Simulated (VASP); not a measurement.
A run of VASP 6.6.1:

POSCAR

```
Ge
1.0
    3.9142559924      0.0000000030      0.0000000086
   -2.8592320955      2.6732362032      0.0000000077
   -0.3237519355     -1.4170343946      3.6343635183
Ge
2
Direct
    0.1859430000      0.9359430000      0.2500000000
    0.8140570000      0.0640570000      0.7500000000
```

Contents of INCAR.step1:

```
  PREC = Accurate
  ENCUT = 520
  ISMEAR = -1
  SIGMA = 0.1
  LREAL = F
  LASPH = T
  NELM = 100
  NBANDS = 21
  GGA = PE
  ALGO = Normal
  EDIFF = 1E-4
  LWAVE = T
  LCHARG = F
```

File INCAR.step2:

```
  PREC = Accurate
  ENCUT = 520
  EDIFF = 1E-6
  ISMEAR = -1
  SIGMA = 0.1
  LREAL = F
  LASPH = T
  NELM = 100
  ALGO = Normal
  ISIF = 2
  LWAVE = F
  LCHARG = F
  METAGGA = R2SCAN
  LMIXTAU = T
  NBANDS = 21
  ISTART = 1
```

KPOINTS

```
Automatic mesh
0
Gamma
  11 11 11
```

Potentials or basis: VASP PAW PBE potentials, release 64 (Ge_d).

Command:

```bash
$ cat potpaw_PBE.64/Ge_d/POTCAR > POTCAR
$ cp INCAR.step1 INCAR
$ mpirun -np 1 vasp_std > vasp.out
$ cp INCAR.step2 INCAR
$ mpirun -np 1 vasp_std > vasp.out
```

Hardware: 1 thread of Intel(R) Xeon(R) 6975P-C (Granite Rapids) (shared host).

Question: Estimate the wall time of this run.

Answer: Wall time 5.3 min on 1 thread of Intel(R) Xeon(R) 6975P-C (Granite Rapids) (shared host), peak memory 0.27 GiB. Counts: k points 216.
